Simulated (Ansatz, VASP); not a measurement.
Two plane-wave programs on Si

```
Si
1.0
     0.00000    2.73537    2.73537
     2.73537    0.00000    2.73537
     2.73537    2.73537    0.00000
Si
2
Direct
  0.50000 0.50000 0.50000
  0.75000 0.75000 0.75000
```

Alike in both runs: functional PBE; k mesh 6 × 6 × 6; occupations fermi-dirac, width 0.05 eV; no spin polarisation.

Ansatz relaxed the structure, and its values are those at the end. VASP's run is a single point on that final structure, the one shown.

|  | VASP | Ansatz |
| --- | --- | --- |
| version | VASP 6.6.1 | Ansatz 0.2.0 |
| potentials or method | VASP PAW PBE potentials, release 64 (Si), cutoff 500 eV | plane waves (420 eV) with PAW (set soft_1), scalar-relativistic |
| valence electrons in the cell | 8 | 8 |

|  | VASP | Ansatz | Ansatz less VASP |
| --- | --- | --- | --- |
| pressure (GPa) | 0.0 | 0.0 | +0.06 |
